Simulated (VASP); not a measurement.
Li, 16 atoms in the cell. The typed cell holds 16 atoms: a = 7.313 Å, b = 8.315 Å, c = 5.847 Å, α = 91.00°, β = 101.39°, γ = 95.04°. 

- Program: VASP 6.6.1
- Task: single point
- Functional: PBE
- Potentials or basis: VASP PAW PBE potentials, release 64 (Li_sv)
- Cutoff: 520 eV
- k mesh: 2 × 2 × 2
- Occupations: fermi-dirac, width 0.1 eV
- Spin: no spin polarisation
- Dipole correction: no
- Further INCAR settings: LREAL = Auto; ALGO = Normal; EDIFF = 1e-07; NBANDS = 38

Potentials or basis: VASP PAW PBE potentials, release 64 (Li_sv).

Launch:

```bash
$ cat potpaw_PBE.64/Li_sv/POTCAR > POTCAR
$ mpirun -np 1 vasp_std > vasp.out
```

Hardware: 1 thread of Oxide Virtual Turin-like Processor, with other jobs on the host.

Problem. Estimate the wall time of this run.

Solution. It took 5.6 min on 1 thread of Oxide Virtual Turin-like Processor, on a shared host, peak memory 0.35 GiB. Counts: scf iterations 15, k points 8.
